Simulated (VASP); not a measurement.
Here is a VASP 6.6.1 calculation.

INCAR

```
SYSTEM = Mg
PREC = Accurate
ENCUT = 520
EDIFF = 1E-6
ISMEAR = -1
SIGMA = 0.1
LREAL = .FALSE.
LASPH = .TRUE.
NELM = 100
ALGO = Normal
ISIF = 2
LWAVE = .FALSE.
LCHARG = .FALSE.
GGA = PE
NBANDS = 9
```

The input KPOINTS:

```
Automatic mesh
0
G
  16 16 16
  0 0 0
```

POSCAR

```
Mg
1.0
   -2.6033213299      2.6033213299      1.3850116972
    2.6033213299     -2.6033213299      1.3850116972
    2.6033213299      2.6033213299     -1.3850116972
Mg
2
Direct
   -0.3750000000     -0.1250000000     -0.2500000000
    0.3750000000      0.1250000000      0.2500000000
```

Potentials or basis: VASP PAW PBE potentials, release 64 (Mg).

Run with:

```console
$ cat potpaw_PBE.64/Mg/POTCAR > POTCAR
$ mpirun -np 1 vasp_std > vasp.out
```

(1) Estimate the band gap on the k mesh.

(2) What does it give for the pressure?

Results:

(1) zero (bands 2 and 3 overlap by 6.13 eV).

(2) 15.0 GPa.

Caveat: the cell stands under pressure.
